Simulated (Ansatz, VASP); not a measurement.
TaSiF: VASP beside Ansatz

```
Ta Si F
1.0
     3.03199    0.00000    0.00000
     0.00000    3.03199    0.00000
     0.00000    0.00000    5.43891
Ta Si F
1 1 1
Direct
  0.00000 0.00000 0.00000
  0.00000 0.00000 0.50000
  0.50000 0.50000 0.50000
```

Alike in both runs: task relaxation of cell and atoms; functional PBE; k mesh 16 × 16 × 8; occupations gaussian, width 0.1 eV; no spin polarisation.

|  | VASP | Ansatz |
| --- | --- | --- |
| version | VASP 6.6.1 | Ansatz 0.2.0 |
| potentials or method | VASP PAW PBE potentials, release 64 (Ta_pv, Si, F), cutoff 600 eV | scalar-relativistic, plane waves, PAW |
| valence electrons in the cell | 22 | 24 |

```tsv
	VASP	Ansatz	Ansatz less VASP
gap on the k mesh at the Fermi level, each at its own relaxed structure (eV)	none	none	-
relaxed volume (Å³/atom)	16.58	16.60	+0.017
relaxed cell length with the largest relative difference (Å)	5.427	5.431	+0.0038
```

A gap of «none» marks a metal or a gap that the smearing closes. VASP's potentials hold 22 valence electrons a cell and Ansatz's 24, so a difference there can come from the potentials and not from the codes.

Neither program's run includes spin-orbit coupling.
